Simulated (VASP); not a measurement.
# SnO2 (I4_1/amd) in VASP: relaxation of shape and atoms at fixed volume with PBEsol

Aim: the relaxation of shape and atoms at fixed volume of SnO2 with PBEsol.

All numbers are computed with VASP 6.6.1; they aren't measurements. Logs are shortened: lines on timing, memory, paths and dates and some standing lists are left out, and cuts for length are marked.

## (1) The cell of the first run

It takes space group I4_1/amd (No. 141, tetragonal). Conventional cell: a = 4.051 Å, b = 4.051 Å, c = 10.350 Å, α = 90.00°, β = 90.00°, γ = 90.00°. Within 2.8 Å of Sn (site symmetry -4m2) lie 6 O at 2.08 to 2.10 Å. O (site symmetry 2mm) has 3 Sn at 2.08 to 2.10 Å and 2 O at 2.59 Å within 2.8 Å.

## (2) Relaxation of shape and atoms at fixed volume, PBEsol (14.16 Å³/atom)

The input, INCAR:

```
PREC = Accurate ; ENCUT = 600
EDIFF = 1E-6 ; ISMEAR = 0
SIGMA = 0.02 ; LREAL = F
LASPH = T ; NELM = 80
ALGO = Normal ; ISIF = 4
LWAVE = F ; LCHARG = F
GGA = PS ; IBRION = 2
NSW = 50 ; EDIFFG = -0.01
```

The input, KPOINTS:

```
regular mesh
0
Gamma
  10 10 10
```

The input, POSCAR:

```
SnO2
1.0
   -2.0256270896      2.0256270896      5.1748105117
    2.0256270896     -2.0256270896      5.1748105117
    2.0256270896      2.0256270896     -5.1748105117
Sn O
2 4
Direct
    0.7500000000      0.2500000000      0.5000000000
    0.0000000000      0.0000000000      0.0000000000
    0.7970800014      0.7970800014      0.0000000000
    0.9529199986      0.4529199986      0.5000000000
    0.2029199986      0.2029199986      0.0000000000
    0.5470800014      0.0470800014      0.5000000000
```

Potentials or basis: VASP PAW PBE potentials, release 64 (Sn_d, O).

Started as:

```console
cat potpaw_PBE.64/Sn_d/POTCAR potpaw_PBE.64/O/POTCAR > POTCAR
mpirun -np 1 vasp_std > vasp.out
```

OUTCAR:

```text
PREC = Accurate
   ENCUT = 600
   EDIFF = 1E-6
   ISMEAR = 0
   LREAL = F
   LASPH = T
   NELM = 80
   ISIF = 4
   GGA = PS
   IBRION = 2
   NSW = 50
   EDIFFG = -0.01

 ion  position               nearest neighbor table
   1  0.750  0.250  0.500-   3 2.08   5 2.08   3 2.08   5 2.08   4 2.10   6 2.10   2 3.29   2 3.29
                             2 3.29   2 3.29
   2  0.000  0.000  0.000-   6 2.08   4 2.08   6 2.08   4 2.08   3 2.10   5 2.10   1 3.29   1 3.29
                             1 3.29   1 3.29
   3  0.797  0.797  0.000-   1 2.08   1 2.08   2 2.10
   4  0.953  0.453  0.500-   2 2.08   2 2.08   1 2.10
   5  0.203  0.203  0.000-   1 2.08   1 2.08   2 2.10
   6  0.547  0.047  0.500-   2 2.08   2 2.08   1 2.10

  LATTYP: Found a body centered tetragonal cell.
 ALAT       =     4.0512541792
 C/A-ratio  =     2.5546708663

  Lattice vectors:

 A1 = (  -2.0256270896,   2.0256270896,   5.1748105117)
 A2 = (   2.0256270896,  -2.0256270896,   5.1748105117)
 A3 = (   2.0256270896,   2.0256270896,  -5.1748105117)

Analysis of symmetry for initial positions (statically):
=====================================================================
 Subroutine PRICEL returns:
 Original cell was already a primitive cell.

 Routine SETGRP: Setting up the symmetry group for a
 body centered tetragonal supercell.

 Subroutine GETGRP returns: Found 16 space group operations
 (whereof  8 operations were pure point group operations)
 out of a pool of 16 trial point group operations.

The static configuration has the point symmetry D_2d.
 The point group associated with its full space group is D_4h.

Analysis of symmetry for dynamics (positions and initial velocities):
=====================================================================
 Subroutine PRICEL returns:
 Original cell was already a primitive cell.

 Routine SETGRP: Setting up the symmetry group for a
 body centered tetragonal supercell.

 Subroutine GETGRP returns: Found 16 space group operations
 (whereof  8 operations were pure point group operations)
 out of a pool of 16 trial point group operations.

The dynamic configuration has the point symmetry D_2d.
 The point group associated with its full space group is D_4h.

 Subroutine INISYM returns: Found 16 space group operations
 (whereof  8 operations are pure point group operations),
 and found     1 'primitive' translations

----------------------------------------------------------------------------------------

                                     Primitive cell

  volume of cell :      84.9324

  direct lattice vectors                    reciprocal lattice vectors
    -2.025627090  2.025627090  5.174810512     0.000000000  0.246837141  0.096621895
     2.025627090 -2.025627090  5.174810512     0.246837141  0.000000000  0.096621895
     2.025627090  2.025627090 -5.174810512     0.246837141  0.246837141  0.000000000

  length of vectors
     5.914811412  5.914811412  5.914811412     0.265074263  0.265074263  0.349080433

  position of ions in fractional coordinates (direct lattice)
     0.750000000  0.250000000  0.500000000
     0.000000000  0.000000000  0.000000000
     0.797080001  0.797080001  0.000000000
     0.952919999  0.452919999  0.500000000
     0.202919999  0.202919999  0.000000000
     0.547080001  0.047080001  0.500000000

  ion indices of the primitive-cell ions
   primitive index   ion index
                 1           1
                 2           2
                 3           3
                 4           4
                 5           5
                 6           6

----------------------------------------------------------------------------------------

 KPOINTS: regular mesh

Automatic generation of k-mesh.
 Grid dimensions read from file:
 generate k-points for:   10   10   10

 Generating k-lattice:

  Cartesian coordinates                     Fractional coordinates (reciprocal lattice)
     0.000000000  0.024683714  0.009662190     0.100000000 -0.000000000  0.000000000
     0.024683714  0.000000000  0.009662190    -0.000000000  0.100000000  0.000000000
     0.024683714  0.024683714  0.000000000     0.000000000  0.000000000  0.100000000

  Length of vectors
     0.026507426  0.026507426  0.034908043

  Shift w.r.t. Gamma in fractional coordinates (k-lattice)
     0.000000000  0.000000000  0.000000000

 Subroutine IBZKPT returns following result:
 ===========================================

 Found    102 irreducible k-points:

 Following reciprocal coordinates:
            Coordinates               Weight
  0.000000  0.000000  0.000000      1.000000
  0.100000  0.000000 -0.000000      8.000000
  0.200000  0.000000 -0.000000      8.000000
  0.300000  0.000000 -0.000000      8.000000
  0.400000  0.000000 -0.000000      8.000000
  0.500000 -0.000000  0.000000      4.000000
[... 16 lines left out ...]
  0.300000  0.300000 -0.000000      8.000000
  0.400000  0.300000  0.000000     16.000000
 [... further k-points ...]
   k-points           NKPTS =    102   k-points in BZ     NKDIM =    102   number of bands    NBANDS=     31
   number of dos      NEDOS =    301   number of ions     NIONS =      6
   total plane-waves  NPLWV = 110592
   dimension x,y,z NGX =    48 NGY =   48 NGZ =   48
   dimension x,y,z NGXF=    96 NGYF=   96 NGZF=   96
   ions per type =               2   4
   NGX,Y,Z   is equivalent  to a cutoff of  13.49, 13.49, 13.49 a.u.
   NGXF,Y,Z  is equivalent  to a cutoff of  26.98, 26.98, 26.98 a.u.
 SYSTEM =  unknown system
   PREC   = accura    normal or accurate (medium, high low for compatibility)
   ISTART =      0    job   : 0-new  1-cont  2-samecut
   ICHARG =      2    charge: 1-file 2-atom 10-const
   ISPIN  =      1    spin polarized calculation?
   LNONCOLLINEAR =      F non collinear calculations
   LSORBIT =      F    spin-orbit coupling
   LASPH  =      T    aspherical Exc in radial PAW
   ENCUT  =  600.0 eV  44.10 Ry    6.64 a.u.  11.81 11.81 11.81*2*pi/ulx,y,z
   NELM   =     80;   NELMIN=  2; NELMDL= -5     # of ELM steps
   EDIFF  = 0.1E-05   stopping-criterion for ELM
   LREAL  =      F    real-space projection
   EDIFFG = -.1E-01   stopping-criterion for IOM
   NSW    =     50    number of steps for IOM
   IBRION =      2    ionic relax: 0-MD 1-quasi-New 2-CG
   NFREE  =      1    steps in history (QN), initial steepest desc. (CG)
   ISIF   =      4    stress and relaxation
   ISYM   =      2    0-nonsym 1-usesym 2-fastsym
   POTIM  = 0.5000    time-step for ionic-motion
   TEBEG  =    0.0;   TEEND  =   0.0 temperature during run
   PSTRESS=    0.0 pullay stress
   NELECT =      52.0000    total number of electrons
   NUPDOWN=      -1.0000    fix difference up-down
   EMIN   =  10.00;   EMAX   =-10.00  energy-range for DOS
   EFERMI =   0.00;   METHOD = LEGACY
   ISMEAR =     0;   SIGMA  =   0.02  broadening in eV -4-tet -1-fermi 0-gaus
   EFERMI_NEDOS =   21; number of points for ismear=-14 and -15
   IALGO  =     38    algorithm
   IMIX   =      4    mixing-type and parameters
     AMIX     =   0.40;   BMIX     =  1.00
     AMIX_MAG =   1.60;   BMIX_MAG =  1.00
  volume/ion in A,a.u.               =      14.16        95.53
  Fermi-wavevector in a.u.,A,eV,Ry     =   1.390117  2.626941 26.292256  1.932426
  Thomas-Fermi vector in A             =   2.514083
   LORBIT       =      0    0 simple, 1 ext, 2 COOP (PROOUT), +10 PAW based schemes
   GGA     = PS    functional components
   LHFCALC =     F    Hartree Fock is set to
   AEXX    =    0.0000 exact exchange contribution
   IVDW    =     0    specifies the selected vdW correction
   LEPSILON=     F    determine dielectric tensor
   LRPA    =     F    only Hartree local field effects (RPA)
 conjugate gradient relaxation of ions
 non-spin polarized calculation
 Gauss-broadening in eV      SIGMA  =   0.02
  energy-cutoff  :      600.00
  volume of cell :       84.93
 maximum number of plane-waves:      2865
   NGX = 23   NGY = 23   NGZ = 23

--------------------------------------- Ionic step        1  -------------------------------------------

 number of electron      52.0000000 magnetization

 Free energy of the ion-electron system (eV)
  ---------------------------------------------------
  ext. energy  EPLUGINS =         0.00000000
  ---------------------------------------------------
  free energy    TOTEN  =       -39.20465527 eV

  energy without entropy =      -39.20465527  energy(sigma->0) =      -39.20465527

------------------------ aborting loop because EDIFF is reached ----------------------------------------

  FORCE on cell =-STRESS in cart. coord.  units (eV):
  Direction    XX          YY          ZZ          XY          YZ          ZX
  --------------------------------------------------------------------------------------
  -------------------------------------------------------------------------------------
  Total       -2.1732746     -2.1732746     -2.6215409      0.0000000     -0.0000000      0.0000000
  in kB      -40.9969699    -40.9969699    -49.4531301      0.0000000     -0.0000000      0.0000000
  external PRESSURE =     -43.8156899 kB  Pullay stress =       0.0000000 kB
[... 145 lines left out ...]
  energy  without entropy=      -39.2077366317  energy(sigma->0) =      -39.20773663

--------------------------------------- Ionic step        5  -------------------------------------------

 number of electron      51.9999999 magnetization

 Free energy of the ion-electron system (eV)
  ---------------------------------------------------
  ext. energy  EPLUGINS =         0.00000000
  ---------------------------------------------------
  free energy    TOTEN  =       -39.20830795 eV

  energy without entropy =      -39.20830795  energy(sigma->0) =      -39.20830795

 E-fermi :   3.7221     XC(G=0): -10.3637

 val. band max:        3.5540050164   @ k =  -0.4000   0.4000   0.0000
 cond. band min:       4.8254649296   @ k =   0.0000   0.0000   0.0000
 fundamental gap:      1.2714599131
 Fermi energy:         3.7220712643

 k-point     1 :       0.0000    0.0000    0.0000
  band No.  band energies     occupation
      1     -16.7172      2.00000
      2     -16.6887      2.00000
      3     -16.5663      2.00000
      4     -16.0911      2.00000
      5     -15.9895      2.00000
      6     -15.9895      2.00000
[... 805 lines left out ...]
     30      11.7780      0.00000
     31      12.2759      0.00000

 [... further k-points ...]

------------------------ aborting loop because EDIFF is reached ----------------------------------------

  FORCE on cell =-STRESS in cart. coord.  units (eV):
  Direction    XX          YY          ZZ          XY          YZ          ZX
  --------------------------------------------------------------------------------------
  -------------------------------------------------------------------------------------
  Total       -2.0616940     -2.0616940     -2.0487473      0.0000000     -0.0000000      0.0000000
  in kB      -38.8920962    -38.8920962    -38.6478670      0.0000000     -0.0000000      0.0000000
  external PRESSURE =     -38.8106865 kB  Pullay stress =       0.0000000 kB
[... 21 lines left out ...]
  FREE ENERGIE OF THE ION-ELECTRON SYSTEM (eV)
  ---------------------------------------------------
  free  energy   TOTEN  =       -39.2083079548 eV

  energy  without entropy=      -39.2083079548  energy(sigma->0) =      -39.20830795

 reached required accuracy - stopping structural energy minimisation
```

It took 26 min on 1 thread of Intel Xeon Platinum 8259CL at 2.50GHz (Skylake/Cascade Lake), shared host; peak memory 0.5 GiB.

What came out:

- Free energy: -39.2083 eV
- Energy gained by relaxing: 0.6 meV/atom
- Ionic steps: 5
- Pressure after relaxing: -3.9 GPa
- Band gap on the k mesh: 1.27 eV (least direct gap 1.60 eV)

Step by step:
```csv
step,energy change (eV),largest force (eV/Å),pressure (GPa),volume (Å³)
1,0.0000,0.1530,-4.38,84.93
2,-0.0026,0.0123,-3.97,84.93
3,-0.0026,0.0242,-4.01,84.93
4,-0.0031,0.0175,-3.97,84.93
5,-0.0037,0.0017,-3.88,84.93
```

Final structure:
```
CELL_PARAMETERS angstrom
-2.02288 2.02288 5.18887
2.02288 -2.02288 5.18887
2.02288 2.02288 -5.18887
ATOMIC_POSITIONS crystal
Sn 0.75000 0.25000 0.50000
Sn 0.00000 0.00000 0.00000
O 0.79842 0.79842 0.00000
O 0.95158 0.45158 0.50000
O 0.20158 0.20158 0.00000
O 0.54842 0.04842 0.50000
```

Levels at points of the mesh, in eV from the valence-band top:
| k point | band 24 | band 25 | band 26 | band 27 | band 28 | band 29 |
| --- | --- | --- | --- | --- | --- | --- |
| (0.00, 0.00, 0.00) | -0.63 | -0.32 | -0.32 | 1.27 | 5.30 | 9.11 |
| (0.50, 0.00, 0.00) | -0.71 | -0.51 | -0.38 | 4.55 | 5.87 | 7.65 |
| (0.50, 0.50, 0.00) | -0.79 | -0.06 | -0.06 | 6.85 | 6.85 | 7.40 |
| (0.50, 0.50, 0.50) | -0.99 | -0.23 | -0.23 | 3.97 | 3.97 | 7.45 |

Caveat: the PAW data sets were made with another functional, which shifts forces and pressure a little; spin-orbit coupling is left out, which moves the levels of the heavy elements.
